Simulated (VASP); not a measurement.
# Nb (Im-3m) in VASP: a series of runs

The runs below take Nb through single point, with PBEsol, PBE.

Program: VASP 6.6.1. These are calculated values, not measurements. Logs are shortened: lines on timing, memory, paths and dates and some standing lists are left out, and cuts for length are marked.

## (1) The cell of the first run

It takes space group Im-3m (No. 229, cubic). The conventional cell has a = 3.309 Å, b = 3.309 Å, c = 3.309 Å, α = 90.00°, β = 90.00°, γ = 90.00°. Nb (site symmetry m-3m) has 14 Nb at 2.87 to 3.31 Å within 3.8 Å.

## (2) Single point, PBEsol

File INCAR:

```
SYSTEM = Nb
  PREC = Accurate
  ENCUT = 520
  EDIFF = 1E-7
  ISMEAR = 1
  SIGMA = 0.1
  LREAL = Auto
  LASPH = .True.
  NELM = 80
  ALGO = Normal
  ISIF = 2
  LWAVE = .False.
  LCHARG = .True.
  GGA = PS
  LELF = .True.
  LVHAR = .True.
  NBANDS = 230
```

File KPOINTS:

```
regular mesh
0
Gamma
  2 2 2
  0 0 0
```

File POSCAR:

```
Nb
1.0
    0.0000000000      6.6171497896      6.6171497896
    6.6171497896      0.0000000000      6.6171497896
    6.6171497896      6.6171497896      0.0000000000
Nb
32
Direct
    0.0000000000      0.0000000000      0.0000000000
    0.1250000000      0.1250000000      0.1250000000
    0.2500000000      0.2500000000      0.2500000000
    0.3750000000      0.3750000000      0.3750000000
    0.0000000000      0.0000000000      0.5000000000
    0.1250000000      0.1250000000      0.6250000000
    0.2500000000      0.2500000000      0.7500000000
    0.3750000000      0.3750000000      0.8750000000
    0.0000000000      0.5000000000      0.0000000000
    0.1250000000      0.6250000000      0.1250000000
    0.2500000000      0.7500000000      0.2500000000
    0.3750000000      0.8750000000      0.3750000000
    0.0000000000      0.5000000000      0.5000000000
    0.1250000000      0.6250000000      0.6250000000
    0.2500000000      0.7500000000      0.7500000000
    0.3750000000      0.8750000000      0.8750000000
    0.5000000000      0.0000000000      0.0000000000
    0.6250000000      0.1250000000      0.1250000000
    0.7500000000      0.2500000000      0.2500000000
    0.8750000000      0.3750000000      0.3750000000
    0.5000000000      0.0000000000      0.5000000000
    0.6250000000      0.1250000000      0.6250000000
    0.7500000000      0.2500000000      0.7500000000
    0.8750000000      0.3750000000      0.8750000000
    0.5000000000      0.5000000000      0.0000000000
    0.6250000000      0.6250000000      0.1250000000
    0.7500000000      0.7500000000      0.2500000000
    0.8750000000      0.8750000000      0.3750000000
    0.5000000000      0.5000000000      0.5000000000
    0.6250000000      0.6250000000      0.6250000000
    0.7500000000      0.7500000000      0.7500000000
    0.8750000000      0.8750000000      0.8750000000
```

Potentials or basis: VASP PAW PBE potentials, release 64 (Nb_sv).

Started as:

```console
> cat potpaw_PBE.64/Nb_sv/POTCAR > POTCAR
> mpirun -np 1 vasp_std > vasp.out
```

OUTCAR:

```text
SYSTEM = Nb
   PREC = Accurate
   ENCUT = 520
   EDIFF = 1E-7
   ISMEAR = 1
   LREAL = Auto
   LASPH = .True.
   NELM = 80
   ISIF = 2
   GGA = PS

 ion  position               nearest neighbor table
   1  0.000  0.000  0.000-   2 2.87  32 2.87  10 2.87  16 2.87  18 2.87  24 2.87  28 2.87   6 2.87

   2  0.125  0.125  0.125-   1 2.87   3 2.87   5 2.87   7 2.87   9 2.87  11 2.87  17 2.87  19 2.87

   3  0.250  0.250  0.250-   2 2.87   4 2.87   6 2.87   8 2.87  10 2.87  12 2.87  18 2.87  20 2.87
[... 55 lines left out ...]
  31  0.750  0.750  0.750-  30 2.87  32 2.87  22 2.87  24 2.87  26 2.87  28 2.87  14 2.87  16 2.87

  32  0.875  0.875  0.875-   1 2.87  31 2.87   9 2.87  15 2.87  17 2.87  23 2.87  27 2.87   5 2.87

  LATTYP: Found a face centered cubic cell.
 ALAT       =    13.2342995792

  Lattice vectors:

 A1 = (   0.0000000000,   6.6171497896,   6.6171497896)
 A2 = (   6.6171497896,   0.0000000000,   6.6171497896)
 A3 = (   6.6171497896,   6.6171497896,   0.0000000000)

Analysis of symmetry for initial positions (statically):
=====================================================================
 Subroutine PRICEL returns following result:

  LATTYP: Found a body centered cubic cell.
 ALAT       =     3.3085748948

  Lattice vectors:

 A1 = (  -1.6542874474,  -1.6542874474,  -1.6542874474)
 A2 = (   1.6542874474,  -1.6542874474,   1.6542874474)
 A3 = (  -1.6542874474,   1.6542874474,   1.6542874474)

  32 primitive cells build up your supercell.

 Routine SETGRP: Setting up the symmetry group for a
 face centered cubic supercell.

 Subroutine GETGRP returns: Found 48 space group operations
 (whereof 48 operations were pure point group operations)
 out of a pool of 48 trial point group operations.

The static configuration has the point symmetry O_h .

Analysis of symmetry for dynamics (positions and initial velocities):
=====================================================================
 Subroutine PRICEL returns following result:

  LATTYP: Found a body centered cubic cell.
 ALAT       =     3.3085748948

  Lattice vectors:

 A1 = (  -1.6542874474,  -1.6542874474,  -1.6542874474)
 A2 = (   1.6542874474,  -1.6542874474,   1.6542874474)
 A3 = (  -1.6542874474,   1.6542874474,   1.6542874474)

  32 primitive cells build up your supercell.

 Routine SETGRP: Setting up the symmetry group for a
[... 85 lines left out ...]
   NSW    =      0    number of steps for IOM
   IBRION =     -1    ionic relax: 0-MD 1-quasi-New 2-CG
   NFREE  =      0    steps in history (QN), initial steepest desc. (CG)
   ISIF   =      2    stress and relaxation
   ISYM   =      2    0-nonsym 1-usesym 2-fastsym
   POTIM  = 0.5000    time-step for ionic-motion
   TEBEG  =    0.0;   TEEND  =   0.0 temperature during run
   PSTRESS=    0.0 pullay stress
   NELECT =     416.0000    total number of electrons
   NUPDOWN=      -1.0000    fix difference up-down
   EMIN   =  10.00;   EMAX   =-10.00  energy-range for DOS
   EFERMI =   0.00;   METHOD = LEGACY
   ISMEAR =     1;   SIGMA  =   0.10  broadening in eV -4-tet -1-fermi 0-gaus
   EFERMI_NEDOS =   21; number of points for ismear=-14 and -15
   IALGO  =     38    algorithm
   IMIX   =      4    mixing-type and parameters
     AMIX     =   0.40;   BMIX     =  1.00
     AMIX_MAG =   1.60;   BMIX_MAG =  1.00
  volume/ion in A,a.u.               =      18.11       122.21
  Fermi-wavevector in a.u.,A,eV,Ry     =   1.465857  2.770068 29.235343  2.148737
  Thomas-Fermi vector in A             =   2.581664
   LORBIT       =      0    0 simple, 1 ext, 2 COOP (PROOUT), +10 PAW based schemes
   GGA     = PS    functional components
   LHFCALC =     F    Hartree Fock is set to
   AEXX    =    0.0000 exact exchange contribution
   IVDW    =     0    specifies the selected vdW correction
   LEPSILON=     F    determine dielectric tensor
   LRPA    =     F    only Hartree local field effects (RPA)
 non-spin polarized calculation
 Methfessel and Paxton  Order N= 1 SIGMA  =   0.10
  energy-cutoff  :      520.00
  volume of cell :      579.49
 maximum number of plane-waves:     15644
 NGX is ok and might be reduce to    70
   NGX = 35   NGY = 35   NGZ = 35

 number of electron     415.9999993 magnetization

 Free energy of the ion-electron system (eV)
  ---------------------------------------------------
  ext. energy  EPLUGINS =         0.00000000
  ---------------------------------------------------
  free energy    TOTEN  =      -350.36039637 eV

  energy without entropy =     -350.31561248  energy(sigma->0) =     -350.34546841

 E-fermi :  11.1595     XC(G=0): -12.6011

 val. band max:       10.8657556935   @ k =   0.5000   0.0000   0.0000
 cond. band min:      11.1732426802   @ k =   0.5000   0.0000   0.0000
 fundamental gap:      0.3074869867
 Fermi energy:        11.1595332054

 k-point     1 :       0.0000    0.0000    0.0000
  band No.  band energies     occupation
      1     -43.3044      2.00000
      2     -43.1449      2.00000
      3     -43.1449      2.00000
      4     -43.1449      2.00000
      5     -43.1449      2.00000
      6     -43.1449      2.00000
[... 658 lines left out ...]
    219      11.7927     -0.00000
    220      11.7927     -0.00000
 [bands above 220 left out]

------------------------ aborting loop because EDIFF is reached ----------------------------------------

  FORCE on cell =-STRESS in cart. coord.  units (eV):
  Direction    XX          YY          ZZ          XY          YZ          ZX
  --------------------------------------------------------------------------------------
  -------------------------------------------------------------------------------------
  Total      -23.3473168    -23.3473168    -23.3473168      0.0000000      0.0000000      0.0000000
  in kB      -64.5512514    -64.5512514    -64.5512514      0.0000000      0.0000000      0.0000000
  external PRESSURE =     -64.5512514 kB  Pullay stress =       0.0000000 kB

 VOLUME and BASIS-vectors are now :
 -----------------------------------------------------------------------------
  energy-cutoff  :      520.00
  volume of cell :      579.49
      direct lattice vectors                 reciprocal lattice vectors
     0.000000000  6.617149790  6.617149790    -0.075561233  0.075561233  0.075561233
     6.617149790  0.000000000  6.617149790     0.075561233 -0.075561233  0.075561233
     6.617149790  6.617149790  0.000000000     0.075561233  0.075561233 -0.075561233

 POSITION                                       TOTAL-FORCE (eV/Angst)
 -----------------------------------------------------------------------------------
      0.00000      0.00000      0.00000        -0.000000     -0.000000     -0.000000
      1.65429      1.65429      1.65429        -0.000000      0.000000      0.000000
      3.30857      3.30857      3.30857         0.000000     -0.000000      0.000000
      4.96286      4.96286      4.96286        -0.000000      0.000000     -0.000000
      3.30857      3.30857      0.00000        -0.000000     -0.000000      0.000000
      4.96286      4.96286      1.65429         0.000000     -0.000000      0.000000
[... 24 lines left out ...]
      9.92572      9.92572      9.92572         0.000000      0.000000     -0.000000
     11.58001     11.58001     11.58001         0.000000      0.000000      0.000000
 -----------------------------------------------------------------------------------
    total drift:                                0.000000      0.000000      0.000000

  FREE ENERGIE OF THE ION-ELECTRON SYSTEM (eV)
  ---------------------------------------------------
  free  energy   TOTEN  =      -350.3603963713 eV

  energy  without entropy=     -350.3156124766  energy(sigma->0) =     -350.34546841
```

stdout:

```text
POSCAR found type information on POSCAR Nb
 POSCAR found :  1 types and      32 ions
 scaLAPACK will be used
 -----------------------------------------------------------------------------
|                                                                             |
|                                                                             |
|     You enforced a specific xc type in the INCAR file but a different       |
|     I HOPE YOU KNOW WHAT YOU ARE DOING!                                     |
|                                                                             |
 -----------------------------------------------------------------------------

 LDA part: xc-table for (Slater+PW92), standard interpolation
 POSCAR, INCAR and KPOINTS ok, starting setup
 FFT: planning ... GRIDC
 FFT: planning ... GRID_SOFT
 FFT: planning ... GRID
 WAVECAR not read
 entering main loop
```

Wall time 24 min (1 thread of Intel Xeon Platinum 8259CL at 2.50GHz (Skylake/Cascade Lake), shared host); peak memory 0.82 GiB.

Results:

```yaml
Free_energy: -350.3604 eV
Pressure: -6.5 GPa
Band_gap_on_the_k_mesh: zero (bands 208 and 209 overlap by 1.28 eV)
```

Caveat: the k points lie up to 0.41 Å⁻¹ apart, too coarse for converged energies and pressures of a metal; the PAW data sets were made with another functional, which shifts forces and pressure a little.

## (3) Single point, PBE

File INCAR:

```
PREC = Accurate
ENCUT = 520
EDIFF = 1E-6
ISMEAR = 1
SIGMA = 0.1
LREAL = Auto
LASPH = True
NELM = 100
ALGO = Normal
ISIF = 2
LWAVE = False
LCHARG = False
GGA = PE
NBANDS = 230
```

File KPOINTS:

```
Automatic mesh
0
Gamma
  2 2 2
```

POSCAR is that of step 2.

Potentials or basis: VASP PAW PBE potentials, release 64 (Nb_sv).

Started as:

```console
> cat potpaw_PBE.64/Nb_sv/POTCAR > POTCAR
> mpirun -np 1 vasp_std > vasp.out
```

It took 29 min on 1 thread of Oxide Virtual Turin-like, shared host; peak memory 0.78 GiB.

It converged, with:

```
Free energy            : -327.1598 eV
Pressure               : -0.5 GPa
Band gap on the k mesh : zero (bands 208 and 209 overlap by 1.27 eV)
```

Levels at points of the mesh, in eV from the Fermi level:
| k point | band 205 | band 206 | band 207 | band 208 | band 209 | band 210 | band 211 | band 212 | band 213 | band 214 |
| --- | --- | --- | --- | --- | --- | --- | --- | --- | --- | --- |
| (0.00, 0.00, 0.00) | -1.26 | -1.26 | -1.26 | -1.26 | -1.26 | 0.18 | 0.18 | 0.18 | 0.77 | 0.77 |
| (0.50, 0.00, 0.00) | 0.01 | 0.01 | 0.01 | 0.01 | 0.01 | 0.01 | 0.08 | 0.08 | 0.08 | 0.08 |
| (0.50, 0.50, 0.00) | -0.42 | -0.42 | -0.29 | -0.29 | -0.29 | -0.29 | 0.13 | 0.13 | 0.13 | 0.13 |

Caveat: the k points lie up to 0.41 Å⁻¹ apart, too coarse for converged energies and pressures of a metal.
